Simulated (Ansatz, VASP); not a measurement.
Two plane-wave programs on InPd

```
CELL_PARAMETERS angstrom
0.00000 2.74607 2.74607
2.74607 0.00000 2.74607
2.74607 2.74607 0.00000
ATOMIC_POSITIONS crystal
In 0.00000 0.00000 0.00000
Pd 0.50000 0.50000 0.50000
```

Alike in both runs: task relaxation of cell and atoms; functional PBEsol; k mesh 8 × 8 × 8; occupations fermi-dirac, width 0.05 eV; no spin polarisation.

|  | VASP | Ansatz |
| --- | --- | --- |
| version | VASP 6.6.1 | Ansatz 0.2.0 |
| potentials or method | VASP PAW PBE potentials, release 64 (In_d, Pd) | Ansatz PAW |
| plane-wave cutoff (eV) | 600 | 420 |
| valence electrons in the cell | 23 | 31 |

Ansatz gave:

```
gap on the k mesh at the Fermi level, each at its own relaxed structure (eV) : none
relaxed volume (Å³/atom)                                                     : 19.59
relaxed cell length with the largest relative difference (Å)                 : 3.812
```

Task: Estimate VASP's values.

Result: gap on the k mesh at the Fermi level, each at its own relaxed structure (eV): none; relaxed volume (Å³/atom): 19.62; relaxed cell length with the largest relative difference (Å): 3.814.

VASP's potentials were made for PBE, not for PBEsol. A gap of «none» marks a metal or a gap that the smearing closes. VASP's potentials hold 23 valence electrons a cell and Ansatz's 31, so a difference there can come from the potentials and not from the codes.

Noted on Ansatz's run: the plane-wave basis is chosen anew once the cell has moved, so the energies of steps on either side of that aren't comparable.
